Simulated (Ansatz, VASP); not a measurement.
**One calculation of N, two programs**

INCAR

```
ALGO     = Normal         # electronic algorithm
EDIFF    = 1E-8           # SCF threshold, eV
ENCUT    = 520            # plane-wave cutoff, eV
ISIF     = 2              # what is computed and relaxed
ISMEAR   = -1             # smearing method
LASPH    = T              # aspherical terms in the spheres
LCHARG   = F              # write CHGCAR
LEFG     = T            
LREAL    = F              # projectors in reciprocal space
LWAVE    = F              # write WAVECAR
NBANDS   = 12             # bands
NELM     = 100            # most SCF steps
PREC     = Accurate       # precision mode
SIGMA    = 0.02           # smearing width, eV
```

KPOINTS

```
k-points
0
Gamma
  10 10 5
```

POSCAR

```
N
1.0
    3.6290016496      0.0000000000      0.0000000000
   -1.8145008248      3.1428076190      0.0000000000
    0.0000000000      0.0000000000      5.8900000000
N
2
Direct
    0.3333333333      0.6666666667      0.2500000000
    0.6666666667      0.3333333333      0.7500000000
```

Input for Ansatz:

```yaml
crystal:
  lattice:
    - [3.6290016496, 0.0, 0.0]
    - [-1.8145008248, 3.142807619, 0.0]
    - [0.0, 0.0, 5.89]
  atoms:
    - { symbol: "N", position: [0.3333333333, 0.6666666667, 0.25] }
    - { symbol: "N", position: [0.6666666667, 0.3333333333, 0.75] }
kpoints:
  mp_grid: { grid: [10, 10, 5] }
  band_path:
    path:
      - [0.0, 0.0, 0.0]
      - [0.5, 0.0, 0.0]
      - [0.3333333333, 0.3333333333, 0.0]
      - [0.0, 0.0, 0.0]
      - [0.0, 0.0, 0.5]
      - [0.5, 0.0, 0.5]
      - [0.3333333333, 0.3333333333, 0.5]
      - [0.0, 0.0, 0.5]
      - [0.5, 0.0, 0.5]
    npoints: 5
scf:
  occupations: { method: fermi_dirac, width: 0.02 }
hamiltonian:
  xc: lda
  pseudopotentials: { kind: paw }
output:
  forces: true
  stress: true
  eigenvalues: true
  efg: { contact_densities: true }
  write_density: true
  write_potential: true
  elf: true
  volumetric_format: npy
```

Alike in both runs: task electric field gradients; functional LDA; k mesh 10 × 10 × 5; occupations fermi-dirac, width 0.02 eV; no spin polarisation.

```csv
,VASP,Ansatz
version,VASP 6.6.1,Ansatz 0.2.0
potentials or method,"VASP PAW LDA potentials, release 64 (N)","PAW with Ansatz's default frozen-core files, scalar-relativistic"
plane-wave cutoff (eV),520,420
valence electrons in the cell,10,10
```

```csv
,VASP,Ansatz,Ansatz less VASP
pressure (GPa),-8.6,-8.5,+0.10
size of Vzz on the site where it differs most (V/Å²),0.4,0.4,-0.03
```

LDA's correlation is that of Perdew and Zunger in VASP and of Perdew and Wang (1992) in Ansatz.
